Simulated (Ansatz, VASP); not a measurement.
# SiGeO4: VASP beside Ansatz

```
CELL_PARAMETERS angstrom
0.00000 3.98950 3.98950
3.98950 0.00000 3.98950
3.98950 3.98950 0.00000
ATOMIC_POSITIONS crystal
Si 0.75000 0.75000 0.75000
Ge 0.50000 0.50000 0.50000
O 0.11151 0.62950 0.62950
O 0.62950 0.11151 0.62950
O 0.62950 0.62950 0.11151
O 0.62950 0.62950 0.62950
```

Alike in both runs: functional PBE; k mesh 6 × 6 × 6; occupations gaussian, width 0.02 eV; no spin polarisation.

Ansatz relaxed the structure, and its values are those at the end. VASP's run is a single point on that final structure, the one shown.

|  | VASP | Ansatz |
| --- | --- | --- |
| version | VASP 6.6.1 | Ansatz 0.2.0 |
| potentials or method | VASP PAW PBE potentials, release 64 (Si, Ge_d, O), cutoff 520 eV | scalar-relativistic, plane waves, PAW |
| valence electrons in the cell | 42 | 42 |

```tsv
	VASP	Ansatz	Ansatz less VASP
gap on the k mesh at the Fermi level (eV)	2.77	2.79	+0.014
least direct gap on the mesh (eV)	2.78	2.79	+0.013
pressure (GPa)	-9.9	-9.8	+0.15
rms of the force components (eV/Å)	0.022	0.000	-0.0221
```

Ansatz's warnings: stress scf threshold loose.
